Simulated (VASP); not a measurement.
# MgCd2SeS2 (P-6m2) in VASP: notebook

Runs on MgCd2SeS2. Level: PBE. Tasks: single point.

Program: VASP 6.6.1. These are calculated values, not measurements. Logs are shortened: lines on timing, memory, paths and dates and some standing lists are left out, and cuts for length are marked.

### Step 1. The cell of the first run

It takes space group P-6m2 (No. 187, hexagonal). The conventional cell has a = 4.115 Å, b = 4.115 Å, c = 10.051 Å, α = 90.00°, β = 90.00°, γ = 120.00°. Mg (site symmetry -6m2) has 3 Cd at 2.38 Å within 3.1 Å. Cd (site symmetry -6m2) has 3 Mg at 2.38 Å within 3.1 Å. Within 3.1 Å of Cd (site symmetry -6m2) lie 3 Se at 2.38 Å and 6 S at 2.89 Å. Se (site symmetry -6m2) has 2 S at 1.65 Å within 2.2 Å. Within 2.2 Å of S (site symmetry 3m) lie 1 Se at 1.65 Å.

The cell was built from a structure type or drawn by symmetry, and may not be a known phase.

### Step 2. Single point, PBE

Contents of INCAR:

```
SYSTEM = MgCd2SeS2
ALGO = Normal
EDIFF = 1E-7
ENCUT = 520
GGA = PE
ISIF = 2
ISMEAR = 0
LASPH = .TRUE.
LCHARG = .FALSE.
LREAL = .FALSE.
LWAVE = .FALSE.
NBANDS = 31
NELM = 80
PREC = Accurate
SIGMA = 0.1
```

Contents of KPOINTS:

```
k-points
0
G
  6 6 2
  0 0 0
```

Contents of POSCAR:

```
MgCd2SeS2
1.0
    4.1154009200      0.0000000000      0.0000000000
   -2.0577004600      3.5640417400      0.0000000000
    0.0000000000      0.0000000000     10.0510142600
Mg Cd Se S
1 2 1 2
Direct
    0.6666666700      0.3333333300      0.0000000000
    0.3333333300      0.6666666700      0.0000000000
    0.3333333300      0.6666666700      0.5000000000
    0.0000000000      0.0000000000      0.5000000000
    0.0000000000      0.0000000000      0.3358808200
    0.0000000000      0.0000000000      0.6641191800
```

Potentials or basis: VASP PAW PBE potentials, release 64 (Mg, Cd, Se, S).

Launch:

```console
cat potpaw_PBE.64/Mg/POTCAR potpaw_PBE.64/Cd/POTCAR potpaw_PBE.64/Se/POTCAR potpaw_PBE.64/S/POTCAR > POTCAR
mpirun -np 1 vasp_std > vasp.out
```

OUTCAR:

```text
SYSTEM = MgCd2SeS2
   EDIFF = 1E-7
   ENCUT = 520
   GGA = PE
   ISIF = 2
   ISMEAR = 0
   LASPH = .TRUE.
   LREAL = .FALSE.
   NELM = 80
   PREC = Accurate

 ion  position               nearest neighbor table
   1  0.667  0.333  0.000-   2 2.38   2 2.38   2 2.38
   2  0.333  0.667  0.000-   1 2.38   1 2.38   1 2.38
   3  0.333  0.667  0.500-   4 2.38   4 2.38   4 2.38   6 2.89   5 2.89   5 2.89   6 2.89   5 2.89
                             6 2.89
   4  0.000  0.000  0.500-   5 1.65   6 1.65   3 2.38   3 2.38   3 2.38
   5  0.000  0.000  0.336-   4 1.65   3 2.89   3 2.89   3 2.89
   6  0.000  0.000  0.664-   4 1.65   3 2.89   3 2.89   3 2.89

  LATTYP: Found a hexagonal cell.
 ALAT       =     4.1154009200
 C/A-ratio  =     2.4422928544

  Lattice vectors:

 A1 = (   4.1154009200,   0.0000000000,   0.0000000000)
 A2 = (  -2.0577004600,   3.5640417400,   0.0000000000)
 A3 = (   0.0000000000,   0.0000000000,  10.0510142600)

Analysis of symmetry for initial positions (statically):
=====================================================================
 Subroutine PRICEL returns:
 Original cell was already a primitive cell.

 Routine SETGRP: Setting up the symmetry group for a
 hexagonal supercell.

 Subroutine GETGRP returns: Found 12 space group operations
 (whereof 12 operations were pure point group operations)
 out of a pool of 24 trial point group operations.

The static configuration has the point symmetry D_3h.

Analysis of symmetry for dynamics (positions and initial velocities):
=====================================================================
 Subroutine PRICEL returns:
 Original cell was already a primitive cell.

 Routine SETGRP: Setting up the symmetry group for a
 hexagonal supercell.

 Subroutine GETGRP returns: Found 12 space group operations
 (whereof 12 operations were pure point group operations)
 out of a pool of 24 trial point group operations.

The dynamic configuration has the point symmetry D_3h.

 Subroutine INISYM returns: Found 12 space group operations
 (whereof 12 operations are pure point group operations),
 and found     1 'primitive' translations

----------------------------------------------------------------------------------------

                                     Primitive cell

  volume of cell :     147.4229

  direct lattice vectors                    reciprocal lattice vectors
     4.115400920  0.000000000  0.000000000     0.242989692  0.140290164  0.000000000
    -2.057700460  3.564041740  0.000000000     0.000000000  0.280580328  0.000000000
     0.000000000  0.000000000 10.051014260     0.000000000  0.000000000  0.099492447

  length of vectors
     4.115400920  4.115400917 10.051014260     0.280580328  0.280580328  0.099492447

  position of ions in fractional coordinates (direct lattice)
     0.666666670  0.333333330  0.000000000
     0.333333330  0.666666670  0.000000000
     0.333333330  0.666666670  0.500000000
     0.000000000  0.000000000  0.500000000
     0.000000000  0.000000000  0.335880820
     0.000000000  0.000000000  0.664119180

  ion indices of the primitive-cell ions
   primitive index   ion index
                 1           1
                 2           2
                 3           3
                 4           4
                 5           5
                 6           6

----------------------------------------------------------------------------------------

 KPOINTS: k-points

Automatic generation of k-mesh.
 Grid dimensions read from file:
 generate k-points for:    6    6    2

 Generating k-lattice:

  Cartesian coordinates                     Fractional coordinates (reciprocal lattice)
     0.040498282  0.023381694  0.000000000     0.166666667  0.000000000  0.000000000
     0.000000000  0.046763388  0.000000000     0.000000000  0.166666667  0.000000000
     0.000000000  0.000000000  0.049746223     0.000000000  0.000000000  0.500000000

  Length of vectors
     0.046763388  0.046763388  0.049746223

  Shift w.r.t. Gamma in fractional coordinates (k-lattice)
     0.000000000  0.000000000  0.000000000

 Subroutine IBZKPT returns following result:
 ===========================================

 Found     14 irreducible k-points:

 Following reciprocal coordinates:
            Coordinates               Weight
  0.000000  0.000000  0.000000      1.000000
  0.166667  0.000000  0.000000      6.000000
  0.333333  0.000000  0.000000      6.000000
  0.500000  0.000000  0.000000      3.000000
  0.166667  0.166667  0.000000      6.000000
  0.333333  0.166667  0.000000     12.000000
  0.333333  0.333333  0.000000      2.000000
  0.000000  0.000000  0.500000      1.000000
  0.166667  0.000000  0.500000      6.000000
  0.333333  0.000000  0.500000      6.000000
  0.500000  0.000000  0.500000      3.000000
  0.166667  0.166667  0.500000      6.000000
  0.333333  0.166667  0.500000     12.000000
  0.333333  0.333333  0.500000      2.000000
   k-points           NKPTS =     14   k-points in BZ     NKDIM =     14   number of bands    NBANDS=     31
   number of dos      NEDOS =    301   number of ions     NIONS =      6
   total plane-waves  NPLWV =  81920
   dimension x,y,z NGX =    32 NGY =   32 NGZ =   80
   dimension x,y,z NGXF=    64 NGYF=   64 NGZF=  160
   ions per type =               1   2   1   2
   NGX,Y,Z   is equivalent  to a cutoff of  12.93, 12.93, 13.23 a.u.
   NGXF,Y,Z  is equivalent  to a cutoff of  25.85, 25.85, 26.46 a.u.
 SYSTEM =  MgCd2SeS2
   PREC   = accura    normal or accurate (medium, high low for compatibility)
   ISTART =      0    job   : 0-new  1-cont  2-samecut
   ICHARG =      2    charge: 1-file 2-atom 10-const
   ISPIN  =      1    spin polarized calculation?
   LNONCOLLINEAR =      F non collinear calculations
   LSORBIT =      F    spin-orbit coupling
   LASPH  =      T    aspherical Exc in radial PAW
   ENCUT  =  520.0 eV  38.22 Ry    6.18 a.u.   7.65  7.65 18.69*2*pi/ulx,y,z
   NELM   =     80;   NELMIN=  2; NELMDL= -5     # of ELM steps
   EDIFF  = 0.1E-06   stopping-criterion for ELM
   LREAL  =      F    real-space projection
   EDIFFG = 0.1E-05   stopping-criterion for IOM
   NSW    =      0    number of steps for IOM
   IBRION =     -1    ionic relax: 0-MD 1-quasi-New 2-CG
   NFREE  =      0    steps in history (QN), initial steepest desc. (CG)
   ISIF   =      2    stress and relaxation
   ISYM   =      2    0-nonsym 1-usesym 2-fastsym
   POTIM  = 0.5000    time-step for ionic-motion
   TEBEG  =    0.0;   TEEND  =   0.0 temperature during run
   PSTRESS=    0.0 pullay stress
   NELECT =      44.0000    total number of electrons
   NUPDOWN=      -1.0000    fix difference up-down
   EMIN   =  10.00;   EMAX   =-10.00  energy-range for DOS
   EFERMI =   0.00;   METHOD = LEGACY
   ISMEAR =     0;   SIGMA  =   0.10  broadening in eV -4-tet -1-fermi 0-gaus
   EFERMI_NEDOS =   21; number of points for ismear=-14 and -15
   IALGO  =     38    algorithm
   IMIX   =      4    mixing-type and parameters
     AMIX     =   0.40;   BMIX     =  1.00
     AMIX_MAG =   1.60;   BMIX_MAG =  1.00
  volume/ion in A,a.u.               =      24.57       165.81
  Fermi-wavevector in a.u.,A,eV,Ry     =   1.094051  2.067456 16.285452  1.196947
  Thomas-Fermi vector in A             =   2.230348
   LORBIT       =      0    0 simple, 1 ext, 2 COOP (PROOUT), +10 PAW based schemes
   GGA     = PE    functional components
   LHFCALC =     F    Hartree Fock is set to
   AEXX    =    0.0000 exact exchange contribution
   IVDW    =     0    specifies the selected vdW correction
   LEPSILON=     F    determine dielectric tensor
   LRPA    =     F    only Hartree local field effects (RPA)
 non-spin polarized calculation
 Gauss-broadening in eV      SIGMA  =   0.10
  energy-cutoff  :      520.00
  volume of cell :      147.42
 maximum number of plane-waves:      4015
 NGX is ok and might be reduce to    32
   NGX = 15   NGY = 15   NGZ = 37

 number of electron      43.9999997 magnetization

 Free energy of the ion-electron system (eV)
  ---------------------------------------------------
  ext. energy  EPLUGINS =         0.00000000
  ---------------------------------------------------
  free energy    TOTEN  =         4.42632670 eV

  energy without entropy =        4.45051059  energy(sigma->0) =        4.43841865

 E-fermi :   3.3730     XC(G=0):  -8.8630

 val. band max:        3.3568089360   @ k =   0.5000   0.0000   0.0000
 cond. band min:       3.3766513800   @ k =   0.1667   0.0000   0.0000
 fundamental gap:      0.0198424440
 Fermi energy:         3.3730362479

 k-point     1 :       0.0000    0.0000    0.0000
  band No.  band energies     occupation
      1     -18.7759      2.00000
      2     -14.5308      2.00000
      3      -8.3601      2.00000
      4      -8.3601      2.00000
      5      -7.6670      2.00000
      6      -6.6742      2.00000
[... 23 lines left out ...]
     30       8.7855      0.00000
     31      10.2828      0.00000

 k-point     2 :       0.1667    0.0000    0.0000
  band No.  band energies     occupation
      1     -18.7295      2.00000
      2     -14.5176      2.00000
      3      -8.3073      2.00000
      4      -8.2193      2.00000
      5      -7.5680      2.00000
      6      -6.6914      2.00000
[... 23 lines left out ...]
     30       8.8321      0.00000
     31       9.2949      0.00000

 k-point     3 :       0.3333    0.0000    0.0000
  band No.  band energies     occupation
      1     -18.6352      2.00000
      2     -14.4909      2.00000
      3      -8.0903      2.00000
      4      -7.8807      2.00000
      5      -7.3382      2.00000
      6      -6.7295      2.00000
[... 363 lines left out ...]
     30       8.6567      0.00000
     31       9.7488      0.00000

 k-point    14 :       0.3333    0.3333    0.5000
  band No.  band energies     occupation
      1     -18.5640      2.00000
      2     -14.4704      2.00000
      3      -7.6727      2.00000
      4      -7.4080      2.00000
      5      -7.2501      2.00000
      6      -6.8409      2.00000
[... 23 lines left out ...]
     30       8.3438      0.00000
     31       8.9204      0.00000

------------------------ aborting loop because EDIFF is reached ----------------------------------------

  FORCE on cell =-STRESS in cart. coord.  units (eV):
  Direction    XX          YY          ZZ          XY          YZ          ZX
  --------------------------------------------------------------------------------------
  -------------------------------------------------------------------------------------
  Total       24.0511973     24.0511972     99.5628957      0.0000000      0.0000000      0.0000000
  in kB      261.3860837    261.3860832   1082.0399123      0.0000000      0.0000000      0.0000000
  external PRESSURE =     534.9373597 kB  Pullay stress =       0.0000000 kB

 VOLUME and BASIS-vectors are now :
 -----------------------------------------------------------------------------
  energy-cutoff  :      520.00
  volume of cell :      147.42
      direct lattice vectors                 reciprocal lattice vectors
     4.115400920  0.000000000  0.000000000     0.242989692  0.140290164  0.000000000
    -2.057700460  3.564041740  0.000000000     0.000000000  0.280580328  0.000000000
     0.000000000  0.000000000 10.051014260     0.000000000  0.000000000  0.099492447

 POSITION                                       TOTAL-FORCE (eV/Angst)
 -----------------------------------------------------------------------------------
      2.05770      1.18801      0.00000         0.000000     -0.000000      0.000000
     -0.00000      2.37603      0.00000        -0.000000      0.000000      0.000000
     -0.00000      2.37603      5.02551         0.000000     -0.000000      0.000000
      0.00000      0.00000      5.02551         0.000000     -0.000000      0.000000
      0.00000      0.00000      3.37594         0.000000     -0.000000    -30.836895
      0.00000      0.00000      6.67507         0.000000     -0.000000     30.836895
 -----------------------------------------------------------------------------------
    total drift:                                0.000015     -0.000009     -0.000000

  FREE ENERGIE OF THE ION-ELECTRON SYSTEM (eV)
  ---------------------------------------------------
  free  energy   TOTEN  =         4.4263266970 eV

  energy  without entropy=        4.4505105942  energy(sigma->0) =        4.43841865
```

It took 1.9 min on 1 thread of Intel Xeon 8259CL, shared host; peak memory 0.31 GiB.

What came out:

```
Free energy            : 4.4263 eV
Pressure               : 53.5 GPa
Largest force          : 30.837 eV/Å
Band gap on the k mesh : zero (bands 22 and 23 overlap by 1.38 eV)
```

Forces in eV/Å, atoms in the order of the input:
```
Mg    0.000   0.000   0.000
Cd    0.000   0.000   0.000
Cd    0.000   0.000   0.000
Se    0.000   0.000   0.000
S     0.000   0.000 -30.837
S     0.000   0.000  30.837
```

Caveat: the cell stands under pressure; forces of over 1 eV/Å act on the atoms, so gaps and moduli don't describe the material at rest.

(Part 1 of 2 ends here.)
